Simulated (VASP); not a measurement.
# InP (F-43m) in VASP: further runs

InP is run at these levels: PBE, LDA, r2SCAN; tasks: single point.

Everything below comes from runs of VASP 6.6.1. Logs are shortened: lines on timing, memory, paths and dates and some standing lists are left out, and cuts for length are marked.

## Step 1: The cell of the first run

Symmetry: F-43m, No. 216, cubic system. The conventional cell has a = 5.869 Å, b = 5.869 Å, c = 5.869 Å, α = 90.00°, β = 90.00°, γ = 90.00°. Within 3.4 Å of In (site symmetry -43m) lie 4 P at 2.54 Å. Within 3.4 Å of P (site symmetry -43m) lie 4 In at 2.54 Å.

## Step 2: Single point, PBE, non-collinear spin, zero start, spin-orbit coupling

The input, INCAR:

```
SYSTEM = InP
PREC = Accurate
ENCUT = 520
EDIFF = 1E-7
ISMEAR = 0
SIGMA = 0.03
LREAL = .FALSE.
LASPH = .TRUE.
NELM = 150
ALGO = Normal
ISIF = 2
LWAVE = .FALSE.
LCHARG = .FALSE.
MAGMOM = 0 0 0 0 0 0
LORBIT = 11
LSORBIT = .TRUE.
GGA_COMPAT = .FALSE.
LORBMOM = .TRUE.
GGA = PE
NBANDS = 30
```

The input, KPOINTS:

```
Automatic mesh
0
G
  10 10 10
  0 0 0
```

The input, POSCAR:

```
InP
1.0
    0.0000000000      2.9345000000      2.9345000000
    2.9345000000      0.0000000000      2.9345000000
    2.9345000000      2.9345000000      0.0000000000
In P
1 1
Direct
    0.0000000000      0.0000000000      0.0000000000
    0.2500000000      0.2500000000      0.2500000000
```

Potentials or basis: VASP PAW PBE potentials, release 64 (In_d, P).

Started as:

```console
> cat potpaw_PBE.64/In_d/POTCAR potpaw_PBE.64/P/POTCAR > POTCAR
> mpirun -np 1 vasp_ncl > vasp.out
```

OUTCAR:

```text
SYSTEM = InP
   PREC = Accurate
   ENCUT = 520
   EDIFF = 1E-7
   ISMEAR = 0
   LREAL = .FALSE.
   LASPH = .TRUE.
   NELM = 150
   ISIF = 2
   LORBIT = 11
   LSORBIT = .TRUE.
   GGA = PE

 ion  position               nearest neighbor table
   1  0.000  0.000  0.000-   2 2.54   2 2.54   2 2.54   2 2.54
   2  0.250  0.250  0.250-   1 2.54   1 2.54   1 2.54   1 2.54

  LATTYP: Found a face centered cubic cell.
 ALAT       =     5.8690000000

  Lattice vectors:

 A1 = (   0.0000000000,   2.9345000000,   2.9345000000)
 A2 = (   2.9345000000,   0.0000000000,   2.9345000000)
 A3 = (   2.9345000000,   2.9345000000,   0.0000000000)

Analysis of symmetry for initial positions (statically):
=====================================================================
 Subroutine PRICEL returns:
 Original cell was already a primitive cell.

 Routine SETGRP: Setting up the symmetry group for a
 face centered cubic supercell.

 Subroutine GETGRP returns: Found 24 space group operations
 (whereof 24 operations were pure point group operations)
 out of a pool of 48 trial point group operations.

The static configuration has the point symmetry T_d .

Analysis of symmetry for dynamics (positions and initial velocities):
=====================================================================
 Subroutine PRICEL returns:
 Original cell was already a primitive cell.

 Routine SETGRP: Setting up the symmetry group for a
 face centered cubic supercell.

 Subroutine GETGRP returns: Found 24 space group operations
 (whereof 24 operations were pure point group operations)
 out of a pool of 48 trial point group operations.

The dynamic configuration has the point symmetry T_d .

Analysis of structural, dynamic, and magnetic symmetry:
=====================================================================
 Subroutine PRICEL returns:
 Original cell was already a primitive cell.

 Routine SETGRP: Setting up the symmetry group for a
 face centered cubic supercell.

 Subroutine GETGRP returns: Found 24 space group operations
 (whereof 24 operations were pure point group operations)
 out of a pool of 48 trial point group operations.

The overall configuration has the point symmetry T_d .

 Subroutine INISYM returns: Found 24 space group operations
 (whereof 24 operations are pure point group operations),
 and found     1 'primitive' translations

----------------------------------------------------------------------------------------

[... 965 lines left out ...]
 -----------------------------------------------------------------------------------
    total drift:                                0.000000      0.000000      0.000000

  FREE ENERGIE OF THE ION-ELECTRON SYSTEM (eV)
  ---------------------------------------------------
  free  energy   TOTEN  =        -8.4225820286 eV

  energy  without entropy=       -8.4225820286  energy(sigma->0) =       -8.42258203

 orbital moment (x)

 # of ion     p       d       tot
 ----------------------------------------
  1        -0.000  -0.000  -0.000
  2         0.000   0.000   0.000
 ----------------------------------------
           -0.000  -0.000  -0.000

 orbital moment (y)

 # of ion     p       d       tot
 ----------------------------------------
  1         0.000   0.000   0.000
  2        -0.000   0.000  -0.000
 ----------------------------------------
           -0.000   0.000  -0.000

 orbital moment (z)

 # of ion     p       d       tot
 ----------------------------------------
  1         0.000   0.000   0.000
  2         0.000   0.000   0.000
 ----------------------------------------
            0.000   0.000   0.000

 Spin-Orbit-Coupling matrix elements

 Ion:    1  E_soc:     -0.0713638
 l=   1
     0.0000000    -0.0053968    -0.0053968
    -0.0053968     0.0000000    -0.0053968
    -0.0053968    -0.0053968     0.0000000
 l=   2
     0.0000000    -0.0013302     0.0000000    -0.0013302    -0.0051669
    -0.0013302     0.0000000    -0.0038752    -0.0013302    -0.0012917
     0.0000000    -0.0038752     0.0000000    -0.0038752     0.0000000
    -0.0013302    -0.0013302    -0.0038752     0.0000000    -0.0012917
    -0.0051669    -0.0012917     0.0000000    -0.0012917     0.0000000
 l=   3
     0.0000000     0.0000000     0.0000000     0.0000000     0.0000000     0.0000000     0.0000000
     0.0000000     0.0000000     0.0000000     0.0000000     0.0000000     0.0000000     0.0000000
     0.0000000     0.0000000     0.0000000     0.0000000     0.0000000     0.0000000     0.0000000
     0.0000000     0.0000000     0.0000000     0.0000000     0.0000000     0.0000000     0.0000000
     0.0000000     0.0000000     0.0000000     0.0000000     0.0000000     0.0000000     0.0000000
     0.0000000     0.0000000     0.0000000     0.0000000     0.0000000     0.0000000     0.0000000
     0.0000000     0.0000000     0.0000000     0.0000000     0.0000000     0.0000000     0.0000000

 Ion:    2  E_soc:     -0.0011266
 l=   1
     0.0000000    -0.0001878    -0.0001878
    -0.0001878     0.0000000    -0.0001878
    -0.0001878    -0.0001878     0.0000000
 l=   2
     0.0000000     0.0000000     0.0000000     0.0000000     0.0000000
     0.0000000     0.0000000     0.0000000     0.0000000     0.0000000
     0.0000000     0.0000000     0.0000000     0.0000000     0.0000000
     0.0000000     0.0000000     0.0000000     0.0000000     0.0000000
     0.0000000     0.0000000     0.0000000     0.0000000     0.0000000
 l=   3
     0.0000000     0.0000000     0.0000000     0.0000000     0.0000000     0.0000000     0.0000000
     0.0000000     0.0000000     0.0000000     0.0000000     0.0000000     0.0000000     0.0000000
     0.0000000     0.0000000     0.0000000     0.0000000     0.0000000     0.0000000     0.0000000
     0.0000000     0.0000000     0.0000000     0.0000000     0.0000000     0.0000000     0.0000000
     0.0000000     0.0000000     0.0000000     0.0000000     0.0000000     0.0000000     0.0000000
     0.0000000     0.0000000     0.0000000     0.0000000     0.0000000     0.0000000     0.0000000
     0.0000000     0.0000000     0.0000000     0.0000000     0.0000000     0.0000000     0.0000000

 total charge

# of ion       s       p       d       tot
------------------------------------------
    1        0.827   0.765   9.900  11.492
    2        1.031   1.494   0.000   2.525
--------------------------------------------------
tot          1.858   2.259   9.900  14.017

 magnetization (x)

# of ion       s       p       d       tot
------------------------------------------
    1        0.000   0.000  -0.000  -0.000
    2        0.000   0.000   0.000   0.000
--------------------------------------------------
tot          0.000   0.000  -0.000  -0.000

 magnetization (y)

# of ion       s       p       d       tot
------------------------------------------
    1        0.000   0.000   0.000   0.000
    2        0.000   0.000   0.000   0.000
--------------------------------------------------
tot          0.000   0.000   0.000   0.000

 magnetization (z)

# of ion       s       p       d       tot
------------------------------------------
    1       -0.000  -0.000  -0.000  -0.000
    2        0.000   0.000   0.000   0.000
--------------------------------------------------
tot          0.000   0.000  -0.000   0.000
```

OSZICAR:

```text
N       E                     dE             d eps       ncg     rms          rms(c)
DAV:   1     0.158718014678E+03    0.15872E+03   -0.80232E+03  4380   0.137E+03
DAV:   2     0.892340752576E+01   -0.14979E+03   -0.14265E+03  4416   0.366E+02
DAV:   3    -0.804719592985E+01   -0.16971E+02   -0.16679E+02  5394   0.129E+02
DAV:   4    -0.880072563841E+01   -0.75353E+00   -0.75158E+00  5372   0.270E+01
DAV:   5    -0.883990905605E+01   -0.39183E-01   -0.39178E-01  6726   0.588E+00    0.572E+00
DAV:   6    -0.844489076403E+01    0.39502E+00   -0.53161E-01  6274   0.139E+01    0.334E+00
DAV:   7    -0.842238566419E+01    0.22505E-01   -0.25356E-01  6866   0.371E+00    0.140E+00
DAV:   8    -0.842163607053E+01    0.74959E-03   -0.18367E-02  6794   0.191E+00    0.794E-01
DAV:   9    -0.842233824490E+01   -0.70217E-03   -0.20500E-03  5140   0.311E-01    0.203E-01
DAV:  10    -0.842243303120E+01   -0.94786E-04   -0.98708E-04  6206   0.576E-01    0.116E-01
DAV:  11    -0.842257057097E+01   -0.13754E-03   -0.28783E-04  5560   0.196E-01    0.170E-02
DAV:  12    -0.842258192371E+01   -0.11353E-04   -0.34281E-05  5876   0.455E-02    0.198E-02
DAV:  13    -0.842258199117E+01   -0.67459E-07   -0.23155E-06  6328   0.116E-02    0.150E-02
DAV:  14    -0.842258202856E+01   -0.37393E-07   -0.14996E-07  4592   0.255E-03
   1 F= -.84225820E+01 E0= -.84225820E+01  d E =-.219635E-22  mag=    -0.0000    -0.0000    -0.0000
```

stdout:

```text
POSCAR found type information on POSCAR InP
 POSCAR found :  2 types and       2 ions
 scaLAPACK will be used
 LDA part: xc-table for (Slater+PW92), standard interpolation
 POSCAR, INCAR and KPOINTS ok, starting setup
 FFT: planning ... GRIDC
 FFT: planning ... GRID_SOFT
 FFT: planning ... GRID
 WAVECAR not read
 entering main loop
```

It took 1.8 min on 1 thread of Intel Xeon 6975P-C (Granite Rapids), shared host; peak memory 0.39 GiB.

What came out:

| Item | Value |
| --- | --- |
| Free energy | -8.4226 eV |
| Pressure | 2.9 GPa |
| Net moment | 0.00 μB per cell |
| Valence electrons inside the program's atomic spheres | In 11.49; P 2.52 |

Moments on the atoms (μB; x, y, z):
```
In  0.00 0.00 0.00
P   0.00 0.00 0.00
```

## Step 3: Single point, LDA, non-collinear spin, zero start, spin-orbit coupling

The input, INCAR:

```
SYSTEM = InP
ALGO     = Normal         ! electronic algorithm
EDIFF    = 1E-6           ! SCF threshold, eV
ENCUT    = 520            ! plane-wave cutoff, eV
GGA      = CA             ! functional
GGA_COMPAT= .FALSE.      
ISIF     = 2              ! what is computed and relaxed
ISMEAR   = 0              ! smearing method
LASPH    = .TRUE.         ! aspherical terms in the spheres
LCHARG   = .FALSE.        ! write CHGCAR
LORBIT   = 11             ! projections on sites
LORBMOM  = .TRUE.       
LREAL    = .FALSE.        ! projectors in reciprocal space
LSORBIT  = .TRUE.         ! spin-orbit coupling
LWAVE    = .FALSE.        ! write WAVECAR
MAGMOM   = 0 0 0 0 0 0    ! initial moments
NBANDS   = 30             ! bands
NELM     = 150            ! most SCF steps
PREC     = Accurate       ! precision mode
SIGMA    = 0.03           ! smearing width, eV
```

The input, KPOINTS:

```
k-points
0
G
  10 10 10
  0 0 0
```

POSCAR is that of step 2.

Potentials or basis: VASP PAW LDA potentials, release 64 (In_d, P).

Started as:

```console
> cat potpaw_LDA.64/In_d/POTCAR potpaw_LDA.64/P/POTCAR > POTCAR
> mpirun -np 1 vasp_ncl > vasp.out
```

Run time: 100 s. Hardware: 1 thread of Intel Xeon 6975P-C (Granite Rapids), shared host; peak memory 0.33 GiB.

Results (log left out):

```yaml
Free_energy: -9.7076 eV
Pressure: -1.5 GPa
Net_moment: 0.00 μB per cell
Valence_electrons_inside_the_program's_atomic_spheres: In 11.52; P 2.52
```

Moments on the atoms (μB; x, y, z):
```
In  0.00 0.00 0.00
P   0.00 0.00 0.00
```

## Step 4: Single point, r2SCAN, non-collinear spin, zero start, spin-orbit coupling

POSCAR is that of step 3.

The input, INCAR.step1:

```
SYSTEM = InP
ALGO = Normal
EDIFF = 1E-4
ENCUT = 520
GGA = PE
GGA_COMPAT = .FALSE.
ISMEAR = 0
LASPH = .TRUE.
LCHARG = .FALSE.
LREAL = .FALSE.
LSORBIT = .TRUE.
LWAVE = .TRUE.
MAGMOM = 0 0 0 0 0 0
NBANDS = 30
NELM = 150
PREC = Accurate
SIGMA = 0.03
```

The input, INCAR.step2:

```
SYSTEM = InP
ALGO = Normal
EDIFF = 1E-6
ENCUT = 520
GGA_COMPAT = .FALSE.
ISIF = 2
ISMEAR = 0
ISTART = 1
LASPH = .TRUE.
LCHARG = .FALSE.
LMIXTAU = .TRUE.
LORBIT = 11
LORBMOM = .TRUE.
LREAL = .FALSE.
LSORBIT = .TRUE.
LWAVE = .FALSE.
MAGMOM = 0 0 0 0 0 0
METAGGA = R2SCAN
NBANDS = 30
NELM = 150
PREC = Accurate
SIGMA = 0.03
```

KPOINTS is that of step 3.

Potentials or basis: VASP PAW PBE potentials, release 64 (In_d, P).

Started as:

```console
> cat potpaw_PBE.64/In_d/POTCAR potpaw_PBE.64/P/POTCAR > POTCAR
> cp INCAR.step1 INCAR
> mpirun -np 1 vasp_ncl > vasp.out
> cp INCAR.step2 INCAR
> mpirun -np 1 vasp_ncl > vasp.out
```

Run time: 6.6 min. Hardware: 1 thread of Intel Xeon 6975P-C (Granite Rapids), shared host; peak memory 0.45 GiB.

It converged, with:

```
Free energy                                           : -32.3290 eV
Pressure                                              : 1.2 GPa
Net moment                                            : 0.00 μB per cell
Valence electrons inside the program's atomic spheres : In 11.52; P 2.53
```

Moments on the atoms (μB; x, y, z):
```
In  0.00 0.00 0.00
P   0.00 0.00 0.00
```

Caveat: the PAW data sets were made with another functional, which shifts forces and pressure a little.

## Step 5: Summary

| level | potentials or basis | pressure (GPa) | moment (μB) |
| --- | --- | --- | --- |
| PBE | VASP PAW PBE potentials, release 64 (In_d, P) | 2.9 | 0.00 |
| LDA | VASP PAW LDA potentials, release 64 (In_d, P) | -1.5 | 0.00 |
| r2SCAN | VASP PAW PBE potentials, release 64 (In_d, P) | 1.2 | 0.00 |

Alike in all rows: task single point; spin non-collinear, zero start, SOC; cell as given; k mesh 10 × 10 × 10; cutoff (eV) 520; smearing gaussian 0.03 eV.

Caveats: the PAW data sets were made with another functional, which shifts forces and pressure a little (at least some runs).

Total energies depend on the potentials used, so only differences within one code and one set of settings carry meaning.
